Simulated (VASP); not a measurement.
Set up this calculation in VASP 6.6.1, as the native input.

| Item | Value |
| --- | --- |
| Task | single point |
| Functional | PBE |
| Potentials or basis | VASP PAW PBE potentials, release 64 (Zr_sv, S) |
| Cutoff | 520 eV |
| k mesh | 4 × 4 × 6 |
| Occupations | gaussian, width 0.1 eV |
| Spin | no spin polarisation |
| Dipole correction | no |
| Further INCAR settings | ALGO = Normal; EDIFF = 1e-07; NBANDS = 32 |

The structure of Zr3S2 lies in POSCAR:

```
Zr3S2
1.0
    5.6334752244     -2.5848077156     -0.0008254102
    5.6334752244      2.5848077156     -0.0008254102
   -1.0688280382      0.0000000000      3.3248731146
Zr S
3 2
Direct
    0.1486930320      0.1486930320      0.6545797341
    0.5000000000      0.5000000000      0.0000000000
    0.8513069680      0.8513069680      0.3454202659
    0.6757040299      0.6757040299      0.6728953639
    0.3242959701      0.3242959701      0.3271046361
```

The cell was built from a structure type or drawn by symmetry, and may not be a known phase.

These files were run (other wordings do the same):

INCAR

```
SYSTEM = Zr3S2
  ALGO = Normal
  EDIFF = 1E-7
  ENCUT = 520
  GGA = PE
  ISIF = 2
  ISMEAR = 0
  LASPH = .TRUE.
  LCHARG = .FALSE.
  LREAL = .FALSE.
  LWAVE = .FALSE.
  NBANDS = 32
  NELM = 100
  PREC = Accurate
  SIGMA = 0.1
```

KPOINTS

```
k-points
0
G
  4 4 6
  0 0 0
```

Potentials or basis: VASP PAW PBE potentials, release 64 (Zr_sv, S).

Launch:

```sh
$ cat potpaw_PBE.64/Zr_sv/POTCAR potpaw_PBE.64/S/POTCAR > POTCAR
$ mpirun -np 1 vasp_std > vasp.out
```

It gave:

* Pressure: 0.1 GPa
* Largest force: 0.043 eV/Å
* Band gap on the k mesh: zero (bands 24 and 25 overlap by 0.41 eV)

Wall time 56 s on 1 thread of Intel(R) Xeon(R) 6975P-C (Granite Rapids), with other jobs on the host, peak memory 0.27 GiB.
